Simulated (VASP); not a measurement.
# SiC (P6_3mc) in VASP: further runs, part 2 of 2

VASP 6.6.1. Earlier steps stand in the parts before.

### 4 Single point, LDA

This run uses another cell than the first one, of 9.69 Å³/atom, 0.940 times its volume.

The input, INCAR:

```
SYSTEM = SiC
PREC = Accurate
ENCUT = 520
EDIFF = 1E-6
ISMEAR = -1
SIGMA = 0.05
LREAL = .False.
LASPH = .True.
NELM = 60
ALGO = Normal
ISIF = 2
LWAVE = .False.
LCHARG = .True.
GGA = CA
LELF = .True.
LVHAR = .True.
NBANDS = 26
```

The input, KPOINTS:

```
regular mesh
0
Gamma
  10 10 3
  0 0 0
```

The input, POSCAR:

```
SiC
1.0
    3.0129072637      0.0000000000      0.0000000000
   -1.5064536318      2.6092542296      0.0000000000
    0.0000000000      0.0000000000      9.8650653976
Si C
4 4
Direct
    0.0000000000      0.0000000000      0.1878943800
    0.0000000000      0.0000000000      0.6878943800
    0.3333333333      0.6666666667      0.4378419800
    0.6666666667      0.3333333333      0.9378419800
    0.0000000000      0.0000000000      0.0004600500
    0.0000000000      0.0000000000      0.5004600500
    0.3333333333      0.6666666667      0.2498025900
    0.6666666667      0.3333333333      0.7498025900
```

Potentials or basis: VASP PAW LDA potentials, release 64 (Si, C).

Launch:

```
$ cat potpaw_LDA.64/Si/POTCAR potpaw_LDA.64/C/POTCAR > POTCAR
$ mpirun -np 1 vasp_std > vasp.out
```

OUTCAR:

```text
SYSTEM = SiC
   PREC = Accurate
   ENCUT = 520
   EDIFF = 1E-6
   ISMEAR = -1
   LREAL = .False.
   LASPH = .True.
   NELM = 60
   ISIF = 2
   GGA = CA

 ion  position               nearest neighbor table
   1  0.000  0.000  0.188-   7 1.84   7 1.84   7 1.84   5 1.85   3 3.02   3 3.02   3 3.02   4 3.02
                             4 3.02   4 3.02
   2  0.000  0.000  0.688-   8 1.84   8 1.84   8 1.84   6 1.85   4 3.02   4 3.02   4 3.02   3 3.02
                             3 3.02   3 3.02
   3  0.333  0.667  0.438-   6 1.85   6 1.85   6 1.85   7 1.86   1 3.02   1 3.02   1 3.02   2 3.02
                             2 3.02   2 3.02
   4  0.667  0.333  0.938-   5 1.85   5 1.85   5 1.85   8 1.86   2 3.02   2 3.02   2 3.02   1 3.02
                             1 3.02   1 3.02
   5  0.000  0.000  0.000-   4 1.85   4 1.85   4 1.85   1 1.85
   6  0.000  0.000  0.500-   3 1.85   3 1.85   3 1.85   2 1.85
   7  0.333  0.667  0.250-   1 1.84   1 1.84   1 1.84   3 1.86
   8  0.667  0.333  0.750-   2 1.84   2 1.84   2 1.84   4 1.86

  LATTYP: Found a hexagonal cell.
 ALAT       =     3.0129072637
 C/A-ratio  =     3.2742678530

  Lattice vectors:

 A1 = (   3.0129072637,   0.0000000000,   0.0000000000)
 A2 = (  -1.5064536318,   2.6092542296,   0.0000000000)
 A3 = (   0.0000000000,   0.0000000000,   9.8650653976)

Analysis of symmetry for initial positions (statically):
=====================================================================
 Subroutine PRICEL returns:
 Original cell was already a primitive cell.

 Routine SETGRP: Setting up the symmetry group for a
 hexagonal supercell.

 Subroutine GETGRP returns: Found 12 space group operations
 (whereof  6 operations were pure point group operations)
 out of a pool of 24 trial point group operations.

[... 142 lines left out ...]
   EFERMI =   0.00;   METHOD = LEGACY
   ISMEAR =    -1;   SIGMA  =   0.05  broadening in eV -4-tet -1-fermi 0-gaus
   EFERMI_NEDOS =   21; number of points for ismear=-14 and -15
   IALGO  =     38    algorithm
   IMIX   =      4    mixing-type and parameters
     AMIX     =   0.40;   BMIX     =  1.00
     AMIX_MAG =   1.60;   BMIX_MAG =  1.00
  volume/ion in A,a.u.               =       9.69        65.42
  Fermi-wavevector in a.u.,A,eV,Ry     =   1.218777  2.303154 20.210318  1.485416
  Thomas-Fermi vector in A             =   2.354051
   LORBIT       =      0    0 simple, 1 ext, 2 COOP (PROOUT), +10 PAW based schemes
   GGA     = CA    functional components
   LHFCALC =     F    Hartree Fock is set to
   AEXX    =    0.0000 exact exchange contribution
   IVDW    =     0    specifies the selected vdW correction
   LEPSILON=     F    determine dielectric tensor
   LRPA    =     F    only Hartree local field effects (RPA)
 non-spin polarized calculation
  energy-cutoff  :      520.00
  volume of cell :       77.55
 maximum number of plane-waves:      2137
 NGX is ok and might be reduce to    24
   NGX = 11   NGY = 11   NGZ = 37

 number of electron      31.9999999 magnetization

 Free energy of the ion-electron system (eV)
  ---------------------------------------------------
  ext. energy  EPLUGINS =         0.00000000
  ---------------------------------------------------
  free energy    TOTEN  =       -66.44918558 eV

  energy without entropy =      -66.44918558  energy(sigma->0) =      -66.44918558

 E-fermi :   9.9007     XC(G=0): -11.8326

 val. band max:        8.8889827557   @ k =   0.0000   0.0000   0.0000
 cond. band min:      11.0682419055   @ k =   0.5000  -0.0000   0.0000
 fundamental gap:      2.1792591499
 Fermi energy:         9.9007372994

 k-point     1 :       0.0000    0.0000    0.0000
  band No.  band energies     occupation
      1      -7.0247      2.00000
      2      -5.7797      2.00000
      3      -5.7405      2.00000
      4      -3.1589      2.00000
      5      -0.1143      2.00000
      6       4.4064      2.00000
[... 685 lines left out ...]
     25      17.1779      0.00000
     26      18.0371      0.00000

 [... further k-points ...]
[... 5 lines left out ...]
  --------------------------------------------------------------------------------------
  -------------------------------------------------------------------------------------
  Total        5.6927535      5.6927535      5.5636791      0.0000000      0.0000000      0.0000000
  in kB      117.6063660    117.6063660    114.9398238      0.0000000      0.0000000      0.0000000
  external PRESSURE =     116.7175186 kB  Pullay stress =       0.0000000 kB

 VOLUME and BASIS-vectors are now :
 -----------------------------------------------------------------------------
  energy-cutoff  :      520.00
  volume of cell :       77.55
      direct lattice vectors                 reciprocal lattice vectors
     3.012907264  0.000000000  0.000000000     0.331905337  0.191625636  0.000000000
    -1.506453632  2.609254230  0.000000000     0.000000000  0.383251271  0.000000000
     0.000000000  0.000000000  9.865065398     0.000000000  0.000000000  0.101367802

 POSITION                                       TOTAL-FORCE (eV/Angst)
 -----------------------------------------------------------------------------------
      0.00000      0.00000      1.85359        -0.000000      0.000000      0.006315
      0.00000      0.00000      6.78612         0.000000     -0.000000      0.006315
     -0.00000      1.73950      4.31934        -0.000000     -0.000000     -0.016657
      1.50645      0.86975      9.25187         0.000000      0.000000     -0.016657
      0.00000      0.00000      0.00454        -0.000000      0.000000     -0.000878
      0.00000      0.00000      4.93707         0.000000      0.000000     -0.000878
     -0.00000      1.73950      2.46432        -0.000000      0.000000      0.011221
      1.50645      0.86975      7.39685         0.000000     -0.000000      0.011221
 -----------------------------------------------------------------------------------
    total drift:                               -0.000000     -0.000000      0.000409

  FREE ENERGIE OF THE ION-ELECTRON SYSTEM (eV)
  ---------------------------------------------------
  free  energy   TOTEN  =       -66.4491855799 eV

  energy  without entropy=      -66.4491855799  energy(sigma->0) =      -66.44918558
```

stdout:

```text
POSCAR found type information on POSCAR SiC
 POSCAR found :  2 types and       8 ions
 scaLAPACK will be used
 LDA part: xc-table for (Slater(with rela. corr.)+CA(PZ))
 , standard interpolation
 POSCAR, INCAR and KPOINTS ok, starting setup
 FFT: planning ... GRIDC
 FFT: planning ... GRID_SOFT
 FFT: planning ... GRID
 WAVECAR not read
 entering main loop
```

Wall time 21 s (1 thread of Intel Xeon 6975P-C (Granite Rapids), shared host); peak memory 0.18 GiB.

Results:

| Property | Result |
| --- | --- |
| Free energy | -66.4492 eV |
| Pressure | 11.7 GPa |
| Largest force | 0.017 eV/Å |
| Band gap on the k mesh | 2.18 eV, indirect (least direct gap 3.32 eV) |

Forces on the atoms (eV/Å):
```
Si   0.000  0.000  0.006
Si   0.000  0.000  0.006
Si   0.000  0.000 -0.017
Si   0.000  0.000 -0.017
C    0.000  0.000 -0.001
C    0.000  0.000 -0.001
C    0.000  0.000  0.011
C    0.000  0.000  0.011
```

Stress tensor (GPa, compression positive):
```
11.76  0.00  0.00
 0.00 11.76  0.00
 0.00  0.00 11.49
```

### 5 Overview

| level | potentials or basis | cell | smearing | gap on the mesh (eV) | pressure (GPa) | largest force (eV/Å) |
| --- | --- | --- | --- | --- | --- | --- |
| PBE | VASP PAW PBE potentials, release 64 (Si, C) | a = 3.076, b = 3.076, c = 10.071 Å, angles 90.0, 90.0, 120.0°, 8 atoms | gaussian 0.013 eV | 2.23 | 3.9 | 0.01 |
| r2SCAN | VASP PAW PBE potentials, release 64 (Si, C) | a = 3.076, b = 3.076, c = 10.071 Å, angles 90.0, 90.0, 120.0°, 8 atoms | fermi-dirac 0.05 eV | 2.61 | 0.2 | - |
| LDA | VASP PAW LDA potentials, release 64 (Si, C) | a = 3.013, b = 3.013, c = 9.865 Å, angles 90.0, 90.0, 120.0°, 8 atoms | fermi-dirac 0.05 eV | 2.18 | 11.7 | 0.02 |

Alike in all rows: task single point; no spin polarisation; k mesh 10 × 10 × 3; cutoff (eV) 520.

Caveats: the PAW data sets were made with another functional, which shifts forces and pressure a little (some runs).

Total energies depend on the potentials used, so only differences within one code and one set of settings carry meaning.
